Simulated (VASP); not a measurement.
Si2W: single point with PBE+U

Crystal: Si2W.

```xyz
3
Lattice="-1.6069 1.6069 3.9150 1.6069 -1.6069 3.9150 1.6069 1.6069 -3.9150" Properties=species:S:1:pos:R:3 pbc="T T T"
W     0.0000    0.0000    0.0000
Si    0.0000    0.0000    5.2092
Si    0.0000    0.0000    2.6207
```

* Program: VASP 6.6.1
* Task: single point
* Functional: PBE
* Potentials or basis: VASP PAW PBE potentials, release 64 (W_sv, Si)
* Cutoff: 520 eV
* k mesh: 12 × 12 × 12
* Occupations: fermi-dirac, width 0.05 eV
* Spin: no spin polarisation
* Hubbard terms: W d U = 2.0 eV

* Pressure: 5.2 GPa
* Largest force: 0.065 eV/Å
* Band gap on the k mesh: zero (bands 11 and 12 overlap by 1.30 eV)

Forces in eV/Å, atoms in the order of the input:
```
W    0.000  0.000  0.000
Si   0.000  0.000  0.065
Si   0.000  0.000 -0.065
```

Stress tensor (GPa, compression positive):
```
5.07 0.00 0.00
0.00 5.07 0.00
0.00 0.00 5.38
```

Levels at points of the mesh, in eV from the Fermi level:
| k point | band 9 | band 10 | band 11 | band 12 | band 13 | band 14 |
| --- | --- | --- | --- | --- | --- | --- |
| (0.00, 0.00, 0.00) | -2.87 | -2.87 | 0.58 | 2.68 | 2.88 | 2.99 |
| (0.50, 0.00, 0.00) | -2.83 | -2.71 | -0.46 | 2.74 | 2.90 | 3.88 |
| (0.50, 0.50, 0.00) | -5.04 | -3.28 | -1.86 | 2.73 | 3.22 | 3.22 |
| (0.50, 0.50, 0.50) | -0.90 | -0.90 | -0.52 | -0.52 | 0.76 | 4.45 |

Eigenvalues of the final occupation matrices:
| site | spin | trace | eigenvalues |
| --- | --- | --- | --- |
| site 1 d | 1 | 1.80 | 0.26 0.32 0.41 0.41 0.41 |
| site 1 d | 2 | 1.80 | 0.26 0.32 0.41 0.41 0.41 |

It took 3.8 min on 1 thread of Intel Xeon 8259CL, on a shared host, peak memory 0.28 GiB.

Caveat: the cell stands under pressure; spin-orbit coupling is left out, which moves the levels of the heavy elements; U without spin polarisation on a metal has little footing; the U is typed as a test and isn't derived for this compound.
